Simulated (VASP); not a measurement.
A run of VASP 6.6.1 is set up as follows.

INCAR

```
SYSTEM = VH2
PREC     = Accurate       ! precision mode
ENCUT    = 520            ! plane-wave cutoff, eV
EDIFF    = 1E-7           ! SCF threshold, eV
ISMEAR   = 0              ! smearing method
SIGMA    = 0.1            ! smearing width, eV
LREAL    = .FALSE.        ! projectors in reciprocal space
LASPH    = .TRUE.         ! aspherical terms in the spheres
NELM     = 80             ! most SCF steps
ALGO     = Normal         ! electronic algorithm
ISIF     = 2              ! what is computed and relaxed
LWAVE    = .FALSE.        ! write WAVECAR
LCHARG   = .FALSE.        ! write CHGCAR
GGA      = PS             ! functional
NBANDS   = 14             ! bands
```

File KPOINTS:

```
Automatic mesh
0
G
  18 18 18
  0 0 0
```

File POSCAR:

```
VH2
1.0
    0.0000000000      2.0820882353      2.0820882353
    2.0820882353      0.0000000000      2.0820882353
    2.0820882353      2.0820882353      0.0000000000
V H
1 2
Direct
    0.0000000000      0.0000000000      0.0000000000
    0.2500000000      0.2500000000      0.2500000000
    0.7500000000      0.7500000000      0.7500000000
```

Potentials or basis: VASP PAW PBE potentials, release 64 (V_sv, H).

Command:

```sh
$ cat potpaw_PBE.64/V_sv/POTCAR potpaw_PBE.64/H/POTCAR > POTCAR
$ mpirun -np 1 vasp_std > vasp.out
```

What does it give for the pressure?

0.1 GPa.

Caveat: the PAW data sets were made with another functional, which shifts forces and pressure a little.
